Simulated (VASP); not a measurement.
## AlNi3: single point with PBEsol

AlNi3:

```
CELL_PARAMETERS angstrom
0.00918 2.80870 2.80147
2.80352 0.00613 2.80452
2.81058 2.81882 -0.00094
ATOMIC_POSITIONS crystal
Al 0.51799 0.47545 0.48120
Ni 0.23471 0.21297 0.23590
Ni 0.05270 0.96234 0.03015
Ni 0.77290 0.72066 0.80167
```

```
Program                : VASP 6.6.1
Task                   : single point
Functional             : PBEsol
Potentials or basis    : VASP PAW PBE potentials, release 64 (Al, Ni)
Cutoff                 : 520 eV
k mesh                 : 2 × 2 × 2
Occupations            : gaussian, width 0.1 eV
Spin                   : no spin polarisation
Dipole correction      : no
Further INCAR settings : ALGO = Normal; EDIFF = 1e-06; NBANDS = 24
```

```yaml
Pressure: 8.1 GPa
Largest_force: 3.060 eV/Å
Band_gap_on_the_k_mesh: zero (an odd number of electrons rules out a gap without spin polarisation)
```

Forces in eV/Å, atoms in the order of the input:
```
Al   1.011  1.039 -1.012
Ni   1.438  1.551  1.956
Ni  -1.485 -1.979 -1.801
Ni  -0.964 -0.611  0.857
```

Stress tensor (GPa, compression positive):
```
10.24  2.02  1.77
 2.02  5.43  2.68
 1.77  2.68  8.75
```

Levels at points of the mesh, in eV from the Fermi level:
```tsv
k point	band 14	band 15	band 16	band 17	band 18	band 19
(0.00, 0.00, 0.00)	-0.38	-0.30	-0.27	5.51	5.66	5.88
(0.50, 0.00, 0.00)	-0.37	-0.28	-0.24	0.08	3.92	4.25
(0.00, 0.50, 0.00)	-0.40	-0.30	-0.14	0.10	3.79	4.35
(0.50, 0.50, 0.00)	-0.43	-0.33	-0.24	-0.14	0.04	0.51
(0.00, 0.00, 0.50)	-0.37	-0.36	-0.32	-0.01	4.16	4.31
(0.50, 0.00, 0.50)	-0.51	-0.40	-0.36	-0.17	-0.01	0.39
(0.00, 0.50, 0.50)	-0.45	-0.41	-0.12	-0.03	0.05	0.45
(0.50, 0.50, 0.50)	-0.36	-0.17	-0.02	0.24	4.13	4.62
```

Run time: 24 s on 1 thread of Intel(R) Xeon(R) 6975P-C (Granite Rapids) (shared host), peak memory 0.16 GiB.

Caveat: the k points lie up to 0.97 Å⁻¹ apart, too coarse for converged energies and pressures of a metal; the PAW data sets were made with another functional, which shifts forces and pressure a little. Spin polarisation is off, so any magnetic state and its effect on volume and gap are missing.
